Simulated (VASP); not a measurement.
# Nb16O (a cell with a defect) in VASP: single point with PBE

Aim: the single point of Nb16O (a cell with a defect) with PBE.

All numbers are computed with VASP 6.6.1; they aren't measurements. Logs are shortened: lines on timing, memory, paths and dates and some standing lists are left out, and cuts for length are marked.

## (1) The cell of the first run

The cell holds a defect, 17 atoms: a = 6.617 Å, b = 6.617 Å, c = 6.617 Å, α = 90.00°, β = 90.00°, γ = 90.00°.

## (2) Single point, PBE

The input, INCAR:

```
SYSTEM = Nb16O
ALGO = Normal
EDIFF = 1E-6
ENCUT = 520
GGA = PE
ISIF = 2
ISMEAR = 1
LASPH = .True.
LCHARG = .False.
LREAL = Auto
LWAVE = .False.
NBANDS = 121
NELM = 80
PREC = Accurate
SIGMA = 0.1
```

The input, KPOINTS:

```
k-points
0
Gamma
  3 3 3
  0 0 0
```

The input, POSCAR:

```
Nb16O
1.0
    6.6171497900      0.0000000000      0.0000000000
    0.0000000000      6.6171497900      0.0000000000
    0.0000000000      0.0000000000      6.6171497900
Nb O
16 1
Direct
    0.0050935827     -0.0077276473     -0.0005541661
    0.2502180021      0.2505089128      0.2504238309
    0.0063453301     -0.0051423953      0.4995093212
    0.2502450530      0.2506650223      0.7496632474
   -0.0000745034      0.4997866309      0.0002339376
    0.2504824664      0.7581789984      0.2451853217
    0.0225196655      0.5113497665      0.4997477925
    0.2505253852      0.7580945209      0.7548100252
    0.4954306770     -0.0077802380     -0.0005839372
    0.7503763943      0.2389385234      0.2276617649
    0.4945593048     -0.0052563416      0.4995081122
    0.7502920680      0.2388906176      0.7719551714
    0.5006974461      0.4996630128      0.0002141405
    0.7504737172      0.7555547568      0.2435596973
    0.4783347968      0.5112878063      0.4998401283
    0.7504885272      0.7556070451      0.7554120971
    0.7504635920      0.3750759887      0.4998930212
```

Potentials or basis: VASP PAW PBE potentials, release 64 (Nb_sv, O).

The run is started by

```sh
> cat potpaw_PBE.64/Nb_sv/POTCAR potpaw_PBE.64/O/POTCAR > POTCAR
> mpirun -np 1 vasp_std > vasp.out
```

OUTCAR:

```text
SYSTEM = Nb16O
   EDIFF = 1E-6
   ENCUT = 520
   GGA = PE
   ISIF = 2
   ISMEAR = 1
   LASPH = .True.
   LREAL = Auto
   NELM = 80
   PREC = Accurate

 ion  position               nearest neighbor table
   1  0.005  0.992  0.999-   8 2.77   6 2.77  12 2.79  10 2.79  16 2.81  14 2.81   4 2.88   2 2.88

   2  0.250  0.251  0.250-   7 2.82  15 2.82   3 2.86  11 2.86   5 2.86  13 2.86   1 2.88   9 2.88

   3  0.006  0.995  0.500-   6 2.81   8 2.81   2 2.86   4 2.87  16 2.87  14 2.87  10 2.95  12 2.95

   4  0.250  0.251  0.750-   7 2.83  15 2.83   3 2.87  13 2.87   5 2.87  11 2.87   1 2.88   9 2.88

   5  1.000  0.500  0.000-  10 2.82  12 2.83  14 2.86   2 2.86   4 2.87  16 2.87   6 2.88   8 2.88

   6  0.250  0.758  0.245-   9 2.77   1 2.77   7 2.79  15 2.79  11 2.81   3 2.81  13 2.88   5 2.88

   7  0.023  0.511  0.500-  17 2.01   6 2.79   8 2.79   2 2.82   4 2.83  16 2.95  14 2.95  15 3.02

   8  0.251  0.758  0.755-   9 2.77   1 2.77  15 2.79   7 2.79  11 2.81   3 2.81  13 2.88   5 2.88

   9  0.495  0.992  0.999-   8 2.77   6 2.77  12 2.79  10 2.79  16 2.81  14 2.81   4 2.88   2 2.88

  10  0.750  0.239  0.228-  17 2.01   1 2.79   9 2.79   5 2.82  13 2.82  11 2.95   3 2.95  12 3.02

  11  0.495  0.995  0.500-   6 2.81   8 2.81   2 2.86   4 2.87  16 2.87  14 2.87  10 2.95  12 2.95

  12  0.750  0.239  0.772-  17 2.01   1 2.79   9 2.79  13 2.83   5 2.83  11 2.95   3 2.95  10 3.02

  13  0.501  0.500  0.000-  10 2.82  12 2.83  14 2.86   2 2.86   4 2.87  16 2.87   6 2.88   8 2.88

  14  0.750  0.756  0.244-   1 2.81   9 2.81   5 2.86  13 2.86  11 2.87   3 2.87   7 2.95  15 2.95

  15  0.478  0.511  0.500-  17 2.01   6 2.79   8 2.79   2 2.82   4 2.83  16 2.95  14 2.95   7 3.02

  16  0.750  0.756  0.755-   1 2.81   9 2.81   5 2.87  13 2.87  11 2.87   3 2.87   7 2.95  15 2.95

  17  0.750  0.375  0.500-  12 2.01   7 2.01  15 2.01  10 2.01

  LATTYP: Found a simple cubic cell.
 ALAT       =     6.6171497900

  Lattice vectors:

 A1 = (   6.6171497900,   0.0000000000,   0.0000000000)
 A2 = (   0.0000000000,   6.6171497900,   0.0000000000)
 A3 = (   0.0000000000,   0.0000000000,   6.6171497900)

Analysis of symmetry for initial positions (statically):
=====================================================================
 Subroutine PRICEL returns:
 Original cell was already a primitive cell.

 Routine SETGRP: Setting up the symmetry group for a
 simple cubic supercell.

 Subroutine GETGRP returns: Found  1 space group operations
 (whereof  1 operations were pure point group operations)
 out of a pool of 48 trial point group operations.

The static configuration has the point symmetry C_1 .

Analysis of symmetry for dynamics (positions and initial velocities):
=====================================================================
 Subroutine PRICEL returns:
 Original cell was already a primitive cell.

 Routine SETGRP: Setting up the symmetry group for a
 simple cubic supercell.

 Subroutine GETGRP returns: Found  1 space group operations
 (whereof  1 operations were pure point group operations)
 out of a pool of 48 trial point group operations.

The dynamic configuration has the point symmetry C_1 .

 Subroutine INISYM returns: Found  1 space group operations
 (whereof  1 operations are pure point group operations),
 and found     1 'primitive' translations

----------------------------------------------------------------------------------------

                                     Primitive cell

  volume of cell :     289.7430

  direct lattice vectors                    reciprocal lattice vectors
     6.617149790  0.000000000  0.000000000     0.151122467  0.000000000  0.000000000
     0.000000000  6.617149790  0.000000000     0.000000000  0.151122467  0.000000000
     0.000000000  0.000000000  6.617149790     0.000000000  0.000000000  0.151122467

  length of vectors
     6.617149790  6.617149790  6.617149790     0.151122467  0.151122467  0.151122467

  position of ions in fractional coordinates (direct lattice)
     0.005093583  0.992272353  0.999445834
     0.250218002  0.250508913  0.250423831
     0.006345330  0.994857605  0.499509321
     0.250245053  0.250665022  0.749663247
     0.999925497  0.499786631  0.000233938
     0.250482466  0.758178998  0.245185322
[... 9 lines left out ...]
     0.750488527  0.755607045  0.755412097
     0.750463592  0.375075989  0.499893021

  ion indices of the primitive-cell ions
   primitive index   ion index
                 1           1
                 2           2
                 3           3
                 4           4
                 5           5
                 6           6
[... 9 lines left out ...]
                16          16
                17          17

----------------------------------------------------------------------------------------

 KPOINTS: k-points

Automatic generation of k-mesh.
 Grid dimensions read from file:
 generate k-points for:    3    3    3

 Generating k-lattice:

  Cartesian coordinates                     Fractional coordinates (reciprocal lattice)
     0.050374156  0.000000000  0.000000000     0.333333333  0.000000000  0.000000000
     0.000000000  0.050374156  0.000000000     0.000000000  0.333333333  0.000000000
     0.000000000  0.000000000  0.050374156     0.000000000  0.000000000  0.333333333

  Length of vectors
     0.050374156  0.050374156  0.050374156

  Shift w.r.t. Gamma in fractional coordinates (k-lattice)
     0.000000000  0.000000000  0.000000000

 Subroutine IBZKPT returns following result:
 ===========================================

 Found     14 irreducible k-points:

 Following reciprocal coordinates:
            Coordinates               Weight
  0.000000  0.000000  0.000000      1.000000
  0.333333  0.000000  0.000000      2.000000
  0.000000  0.333333  0.000000      2.000000
  0.000000  0.000000  0.333333      2.000000
  0.333333  0.333333  0.000000      2.000000
  0.000000  0.333333  0.333333      2.000000
  0.333333  0.000000  0.333333      2.000000
 -0.333333  0.333333  0.000000      2.000000
 -0.333333  0.000000  0.333333      2.000000
  0.000000 -0.333333  0.333333      2.000000
  0.333333  0.333333  0.333333      2.000000
 -0.333333  0.333333  0.333333      2.000000
 -0.333333 -0.333333  0.333333      2.000000
  0.333333 -0.333333  0.333333      2.000000
   k-points           NKPTS =     14   k-points in BZ     NKDIM =     14   number of bands    NBANDS=    121
   number of dos      NEDOS =    301   number of ions     NIONS =     17
   total plane-waves  NPLWV = 125000
   dimension x,y,z NGX =    50 NGY =   50 NGZ =   50
   dimension x,y,z NGXF=   100 NGYF=  100 NGZF=  100
   ions per type =              16   1
   NGX,Y,Z   is equivalent  to a cutoff of  12.56, 12.56, 12.56 a.u.
   NGXF,Y,Z  is equivalent  to a cutoff of  25.12, 25.12, 25.12 a.u.
 SYSTEM =  Nb16O
   PREC   = accura    normal or accurate (medium, high low for compatibility)
   ISTART =      0    job   : 0-new  1-cont  2-samecut
   ICHARG =      2    charge: 1-file 2-atom 10-const
   ISPIN  =      1    spin polarized calculation?
   LNONCOLLINEAR =      F non collinear calculations
   LSORBIT =      F    spin-orbit coupling
   LASPH  =      T    aspherical Exc in radial PAW
   ENCUT  =  520.0 eV  38.22 Ry    6.18 a.u.  12.30 12.30 12.30*2*pi/ulx,y,z
   NELM   =     80;   NELMIN=  2; NELMDL= -5     # of ELM steps
   EDIFF  = 0.1E-05   stopping-criterion for ELM
   LREAL  =      T    real-space projection
   EDIFFG = 0.1E-04   stopping-criterion for IOM
   NSW    =      0    number of steps for IOM
   IBRION =     -1    ionic relax: 0-MD 1-quasi-New 2-CG
   NFREE  =      0    steps in history (QN), initial steepest desc. (CG)
   ISIF   =      2    stress and relaxation
   ISYM   =      2    0-nonsym 1-usesym 2-fastsym
   POTIM  = 0.5000    time-step for ionic-motion
   TEBEG  =    0.0;   TEEND  =   0.0 temperature during run
   PSTRESS=    0.0 pullay stress
   NELECT =     214.0000    total number of electrons
   NUPDOWN=      -1.0000    fix difference up-down
   EMIN   =  10.00;   EMAX   =-10.00  energy-range for DOS
   EFERMI =   0.00;   METHOD = LEGACY
   ISMEAR =     1;   SIGMA  =   0.10  broadening in eV -4-tet -1-fermi 0-gaus
   EFERMI_NEDOS =   21; number of points for ismear=-14 and -15
   IALGO  =     38    algorithm
   IMIX   =      4    mixing-type and parameters
     AMIX     =   0.40;   BMIX     =  1.00
     AMIX_MAG =   1.60;   BMIX_MAG =  1.00
  volume/ion in A,a.u.               =      17.04       115.02
  Fermi-wavevector in a.u.,A,eV,Ry     =   1.479819  2.796452 29.794893  2.189863
  Thomas-Fermi vector in A             =   2.593929
   LORBIT       =      0    0 simple, 1 ext, 2 COOP (PROOUT), +10 PAW based schemes
   GGA     = PE    functional components
   LHFCALC =     F    Hartree Fock is set to
   AEXX    =    0.0000 exact exchange contribution
   IVDW    =     0    specifies the selected vdW correction
   LEPSILON=     F    determine dielectric tensor
   LRPA    =     F    only Hartree local field effects (RPA)
 non-spin polarized calculation
 Methfessel and Paxton  Order N= 1 SIGMA  =   0.10
  energy-cutoff  :      520.00
  volume of cell :      289.74
 maximum number of plane-waves:      7814
 NGX is ok and might be reduce to    50
   NGX = 25   NGY = 25   NGZ = 25

 number of electron     214.0000009 magnetization

 Free energy of the ion-electron system (eV)
  ---------------------------------------------------
  ext. energy  EPLUGINS =         0.00000000
  ---------------------------------------------------
  free energy    TOTEN  =      -171.01952598 eV

  energy without entropy =     -171.00963640  energy(sigma->0) =     -171.01622946

 E-fermi :  11.4948     XC(G=0): -12.5780

 val. band max:       11.4437692192   @ k =   0.3333   0.0000   0.0000
 cond. band min:      11.4955232502   @ k =  -0.3333  -0.3333   0.3333
 fundamental gap:      0.0517540310
 Fermi energy:        11.4947773489

 k-point     1 :       0.0000    0.0000    0.0000
  band No.  band energies     occupation
      1     -43.1348      2.00000
      2     -43.0585      2.00000
      3     -43.0338      2.00000
      4     -43.0331      2.00000
      5     -42.8662      2.00000
      6     -42.7744      2.00000
[... 111 lines left out ...]
    118      13.4749     -0.00000
    119      13.6285      0.00000
[... 1584 lines left out ...]
    118      13.6619      0.00000
    119      13.7360      0.00000
 [bands above 119 left out]

------------------------ aborting loop because EDIFF is reached ----------------------------------------

  FORCE on cell =-STRESS in cart. coord.  units (eV):
  Direction    XX          YY          ZZ          XY          YZ          ZX
  --------------------------------------------------------------------------------------
  -------------------------------------------------------------------------------------
  Total       12.7959928      7.1864915     12.8077483     -0.0015656     -0.0278735     -0.0039157
  in kB       70.7573682     39.7387866     70.8223724     -0.0086571     -0.1541306     -0.0216523
  external PRESSURE =      60.4395091 kB  Pullay stress =       0.0000000 kB

 VOLUME and BASIS-vectors are now :
 -----------------------------------------------------------------------------
  energy-cutoff  :      520.00
  volume of cell :      289.74
      direct lattice vectors                 reciprocal lattice vectors
     6.617149790  0.000000000  0.000000000     0.151122467  0.000000000  0.000000000
     0.000000000  6.617149790  0.000000000     0.000000000  0.151122467  0.000000000
     0.000000000  0.000000000  6.617149790     0.000000000  0.000000000  0.151122467

 POSITION                                       TOTAL-FORCE (eV/Angst)
 -----------------------------------------------------------------------------------
      0.03370      6.56601      6.61348         0.008170      0.006952      0.014459
      1.65573      1.65765      1.65709         0.008729      0.006570     -0.007560
      0.04199      6.58312      3.30533        -0.004937     -0.003246      0.014058
      1.65591      1.65869      4.96063         0.006535      0.002204     -0.013964
      6.61666      3.30716      0.00155         0.002394     -0.000008     -0.020528
      1.65748      5.01698      1.62243        -0.003157     -0.012279     -0.017506
[... 9 lines left out ...]
      4.96610      4.99996      4.99867        -0.004203     -0.007356      0.000322
      4.96593      2.48193      3.30787        -0.000783     -0.007415     -0.005667
 -----------------------------------------------------------------------------------
    total drift:                               -0.000174      0.002857     -0.000501

  FREE ENERGIE OF THE ION-ELECTRON SYSTEM (eV)
  ---------------------------------------------------
  free  energy   TOTEN  =      -171.0195259848 eV

  energy  without entropy=     -171.0096364043  energy(sigma->0) =     -171.01622946
```

It took 8.7 min on 1 thread of Intel Xeon 6975P-C (Granite Rapids), shared host; peak memory 0.51 GiB.

What came out:

```yaml
Free_energy: -171.0195 eV
Pressure: 6.0 GPa
Largest_force: 0.046 eV/Å
Band_gap_on_the_k_mesh: zero (band 107 reaches 12.16 eV, above the bottom of band 108 at 10.99 eV)
```

Forces on the atoms (eV/Å):
```
Nb   0.008  0.007  0.014
Nb   0.009  0.007 -0.008
Nb  -0.005 -0.003  0.014
Nb   0.007  0.002 -0.014
Nb   0.002  0.000 -0.021
Nb  -0.003 -0.012 -0.018
Nb  -0.032 -0.012  0.017
Nb  -0.008 -0.016 -0.017
Nb   0.007  0.011  0.018
Nb  -0.007  0.015  0.034
Nb   0.001  0.000  0.014
Nb  -0.001  0.027 -0.036
Nb   0.001  0.005 -0.018
Nb  -0.004 -0.001  0.014
Nb   0.031 -0.014  0.010
Nb  -0.004 -0.007  0.000
O   -0.001 -0.007 -0.006
```
